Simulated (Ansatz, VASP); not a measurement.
## Bi in VASP and in Ansatz

Contents of INCAR:

```
PREC = Accurate
ENCUT = 600
EDIFF = 1E-6
ISMEAR = 0
SIGMA = 0.1
LREAL = False
LASPH = True
NELM = 60
ALGO = Fast
ISIF = 3
LWAVE = False
LCHARG = False
GGA = PS
IBRION = 2
NSW = 80
EDIFFG = -0.01
```

KPOINTS

```
regular mesh
0
Gamma
  14 14 14
```

Contents of POSCAR:

```
Bi
1.0
    0.0000000000      2.4678283173      2.4678283173
    2.4678283173      0.0000000000      2.4678283173
    2.4678283173      2.4678283173      0.0000000000
Bi
1
Direct
    0.0000000000      0.0000000000      0.0000000000
```

Input for Ansatz:

```yaml
crystal:
  lattice:
    - [0.0, 2.4678283173, 2.4678283173]
    - [2.4678283173, 0.0, 2.4678283173]
    - [2.4678283173, 2.4678283173, 0.0]
  atoms:
    - { symbol: Bi, position: [0.0, 0.0, 0.0] }
basis:
  ecutwfc: 420
kpoints:
  mp_grid: { grid: [14, 14, 14] }
hamiltonian:
  xc: pbesol
scf:
  occupations: { method: gaussian, width: 0.1 }
output:
  forces: true
  stress: true
  eigenvalues: true
relax:
  adjacent_minimum: "off"
  f_tol: 0.01
  max_steps: 60
  cell: { stress_tol: 0.1 }
```

Alike in both runs: task relaxation of cell and atoms; functional PBEsol; k mesh 14 × 14 × 14; occupations gaussian, width 0.1 eV; no spin polarisation.

|  | VASP | Ansatz |
| --- | --- | --- |
| version | VASP 6.6.1 | Ansatz 0.2.0 |
| potentials or method | VASP PAW PBE potentials, release 64 (Bi_d), cutoff 600 eV | scalar-relativistic, plane waves, PAW |
| valence electrons in the cell | 15 | 15 |

```tsv
	VASP	Ansatz	Ansatz less VASP
gap on the k mesh at the Fermi level, each at its own relaxed structure (eV)	none	none	-
relaxed volume (Å³/atom)	30.27	30.25	-0.015
relaxed cell length with the largest relative difference (Å)	3.498	3.497	-0.0006
```

VASP's potentials were made for PBE, not for PBEsol. A gap of «none» marks a metal or a gap that the smearing closes.

Neither program's run includes spin-orbit coupling.
